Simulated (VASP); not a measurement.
# GaCo: single point with LDA

Crystal: GaCo.

```
Ga Co
1.0
     2.87800    0.00000    0.00000
     0.00000    2.87800    0.00000
     0.00000    0.00000    2.87800
Ga Co
1 1
Direct
  0.50000 0.50000 0.50000
  0.00000 0.00000 0.00000
```

```
Program             : VASP 6.6.1
Task                : single point
Functional          : LDA
Potentials or basis : VASP PAW LDA potentials, release 64 (Ga_d, Co)
Cutoff              : 520 eV
k mesh              : 14 × 14 × 14
Occupations         : gaussian, width 0.05 eV
Spin                : collinear spin, ferromagnetic start
Starting moments    : [0.0, 3.0] μB
```

The pressure is -12.9 GPa and the band gap on the k mesh is zero (filled and empty bands overlap). The net moment is 0.00 μB per cell and the valence electrons inside the program's atomic spheres are Ga 11.80; Co 8.37.

Levels at points of the mesh, in eV from the Fermi level:
Spin up:
| k point | band 7 | band 8 | band 9 | band 10 | band 11 | band 12 | band 13 | band 14 | band 15 | band 16 |
| --- | --- | --- | --- | --- | --- | --- | --- | --- | --- | --- |
| (0.00, 0.00, 0.00) | -2.59 | -2.59 | -0.75 | -0.75 | -0.75 | 5.13 | 5.13 | 5.13 | 11.15 | 11.15 |
| (0.50, 0.00, 0.00) | -6.87 | -2.37 | -1.77 | -1.77 | -0.74 | 0.05 | 10.53 | 10.53 | 11.73 | 12.61 |
| (0.50, 0.50, 0.00) | -3.11 | -3.11 | -2.50 | -1.24 | -1.24 | -0.30 | 2.21 | 3.14 | 11.36 | 15.17 |
| (0.50, 0.50, 0.50) | -4.11 | -4.11 | -0.27 | -0.27 | 0.47 | 3.89 | 3.89 | 3.89 | 4.78 | 4.78 |
Spin down:
```
           k point  band 7  band 8  band 9  band 10  band 11  band 12  band 13  band 14  band 15  band 16
(0.00, 0.00, 0.00)   -2.59   -2.59   -0.75    -0.75    -0.75     5.13     5.13     5.13    11.15    11.15
(0.50, 0.00, 0.00)   -6.87   -2.37   -1.77    -1.77    -0.74     0.05    10.53    10.53    11.73    12.61
(0.50, 0.50, 0.00)   -3.11   -3.11   -2.50    -1.24    -1.24    -0.30     2.21     3.14    11.36    15.17
(0.50, 0.50, 0.50)   -4.11   -4.11   -0.26    -0.26     0.47     3.89     3.89     3.89     4.78     4.78
```

It took 4.9 min on 1 thread of AMD EPYC 7R13, with other jobs on the host, peak memory 0.18 GiB.

Caveat: the starting moments collapsed, and a magnetic state may lie lower.
